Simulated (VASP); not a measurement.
Input of a VASP 6.6.1 run:

The input POSCAR:

```
BaTe
1.0
    0.0000000000      3.5078975365      3.5078975365
    3.5078975365      0.0000000000      3.5078975365
    3.5078975365      3.5078975365      0.0000000000
Ba Te
1 1
Direct
    0.5000000000      0.5000000000      0.5000000000
    0.0000000000      0.0000000000      0.0000000000
```

File INCAR.step1:

```
ALGO = Normal
EDIFF = 1E-4
ENCUT = 520
GGA = PE
ISMEAR = 0
LASPH = True
LCHARG = False
LREAL = False
LWAVE = True
NBANDS = 15
NELM = 60
PREC = Accurate
SIGMA = 0.05
```

File INCAR.step2:

```
ALGO = Normal
EDIFF = 1E-7
ENCUT = 520
ISIF = 2
ISMEAR = 0
ISTART = 1
LASPH = True
LCHARG = True
LELF = True
LMIXTAU = True
LREAL = False
LVHAR = True
LWAVE = False
METAGGA = R2SCAN
NBANDS = 15
NELM = 60
PREC = Accurate
SIGMA = 0.05
```

Contents of KPOINTS:

```
k-points
0
Gamma
  6 6 6
```

Potentials or basis: VASP PAW PBE potentials, release 64 (Ba_sv, Te).

Command:

```sh
$ cat potpaw_PBE.64/Ba_sv/POTCAR potpaw_PBE.64/Te/POTCAR > POTCAR
$ cp INCAR.step1 INCAR
$ mpirun -np 1 vasp_std > vasp.out
$ cp INCAR.step2 INCAR
$ mpirun -np 1 vasp_std > vasp.out
```

Estimate the band gap on the k mesh.

1.89 eV, indirect (least direct gap 2.28 eV).

What does it give for the pressure?

1.0 GPa.

Caveat: the PAW data sets were made with another functional, which shifts forces and pressure a little; spin-orbit coupling is left out, which moves the levels of the heavy elements. A k mesh can miss the band edges.
